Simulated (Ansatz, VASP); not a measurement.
# One calculation of TiO2, two programs

```
Ti O
1.0
     4.59736    0.00000    0.00000
     0.00000    4.59736    0.00000
     0.00000    0.00000    2.99288
Ti O
2 4
Direct
  0.86949 0.00000 0.79952
  0.50000 0.50000 0.50000
  0.30514 0.30514 0.00000
  0.19486 0.80514 0.50000
  0.69486 0.69486 0.00000
  0.80514 0.19486 0.50000
```

Alike in both runs: task single point; functional r2SCAN; k mesh 6 × 6 × 8; occupations gaussian, width 0.05 eV; no spin polarisation; Hubbard terms Ti d U = 4.0 eV.

|  | VASP | Ansatz |
| --- | --- | --- |
| version | VASP 6.6.1 | Ansatz 0.2.0 |
| potentials or method | VASP PAW PBE potentials, release 64 (Ti_sv, O), cutoff 520 eV | scalar-relativistic, plane waves, PAW |
| valence electrons in the cell | 48 | 48 |

VASP gave:

- gap on the k mesh at the Fermi level (eV): 1.93
- least direct gap on the mesh (eV): 2.10
- rms of the force components (eV/Å): 15.783

Estimate Ansatz's values.

gap on the k mesh at the Fermi level (eV): 1.90; least direct gap on the mesh (eV): 2.07; rms of the force components (eV/Å): 13.517.

VASP's potentials were made for PBE, not for r2SCAN. The programs project onto different local orbitals, so the same U acts differently, and such runs can settle in different states. Atom by atom the forces differ by 2.351 eV/Å (rms over components).
